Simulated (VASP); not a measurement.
Set up this calculation in VASP 6.6.1, as the native input.

| Quantity | Value |
| --- | --- |
| Task | relaxation of shape and atoms at fixed volume |
| Functional | PBEsol |
| Potentials or basis | VASP PAW PBE potentials, release 64 (C) |
| Cutoff | 600 eV |
| k mesh | 18 × 18 × 18 |
| Occupations | gaussian, width 0.01 eV |
| Spin | no spin polarisation |
| Dipole correction | no |
| Further INCAR settings | ALGO = Normal; EDIFF = 1e-07; IBRION = 2; EDIFFG = -0.001; NSW = 80; ISIF = 4 |

The structure of C lies in POSCAR:

```
C
1.0
    1.2375884872      0.7145220462      3.6378870911
   -1.2375884872      0.7145220462      3.6378870911
    0.0000000000     -1.4290440924      3.6378870911
C
2
Direct
    0.1666410550      0.1666410550      0.1666410550
    0.8333589450      0.8333589450      0.8333589450
```

The input as run:

INCAR

```
  PREC = Accurate
  ENCUT = 600
  EDIFF = 1E-7
  ISMEAR = 0
  SIGMA = 0.01
  LREAL = F
  LASPH = T
  NELM = 120
  ALGO = Normal
  ISIF = 4
  LWAVE = F
  LCHARG = F
  GGA = PS
  IBRION = 2
  NSW = 80
  EDIFFG = -0.001
  GGA_COMPAT = F
  NELMIN = 4
```

KPOINTS

```
regular mesh
0
Gamma
  18 18 18
```

Potentials or basis: VASP PAW PBE potentials, release 64 (C).

Launch:

```console
$ cat potpaw_PBE.64/C/POTCAR > POTCAR
$ mpirun -np 1 vasp_std > vasp.out
```

Results of the run:

| Property | Result |
| --- | --- |
| Energy gained by relaxing | 2.3 meV/atom |
| Ionic steps | 5 |
| Pressure after relaxing | -0.4 GPa |

Caveat: this functional lacks dispersion, which binds layers or chains, so the pressure and a relaxed spacing across them are unreliable; the PAW data sets were made with another functional, which shifts forces and pressure a little.

It took 3.6 min on 1 thread of Intel(R) Xeon(R) 6975P-C (Granite Rapids) (shared host), peak memory 0.23 GiB.
